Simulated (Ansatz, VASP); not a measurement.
## One calculation of CsMoPb4, two programs

```xyz
6
Lattice="3.9914 0.0000 0.0000 -1.9957 3.4567 0.0000 0.0000 0.0000 15.1096" Properties=species:S:1:pos:R:3 pbc="T T T"
Cs    0.0000    0.0000    0.0000
Mo    0.0000    0.0000    7.5548
Pb    0.0000    2.3044   13.2667
Pb    0.0000    2.3044    5.6105
Pb    1.9957    1.1522    9.4991
Pb    1.9957    1.1522    1.8429
```

Change from the starting cell: species swapped into the ZrTaTe4 type (P-3m1, No. 164).

Alike in both runs: task relaxation of cell and atoms; functional PBE; k mesh 6 × 6 × 1; occupations gaussian, width 0.1 eV; no spin polarisation.

|  | VASP | Ansatz |
| --- | --- | --- |
| version | VASP 6.6.1 | Ansatz 0.2.0 |
| potentials or method | VASP PAW PBE potentials, release 64 (Cs_sv, Mo_sv, Pb_d), cutoff 600 eV | scalar-relativistic, plane waves, PAW |
| valence electrons in the cell | 79 | 79 |

|  | VASP | Ansatz | Ansatz less VASP |
| --- | --- | --- | --- |
| gap on the k mesh at the Fermi level, each at its own relaxed structure (eV) | none | none | - |
| relaxed volume (Å³/atom) | 30.10 | 29.80 | -0.305 |
| relaxed length of the cell vector where the two differ most in proportion (Å) | 16.755 | 16.668 | -0.0878 |

A gap of «none» marks a metal or a gap that the smearing closes.

The k mesh is coarse, so the values compare programs but aren't converged. Spin-orbit coupling is off throughout.
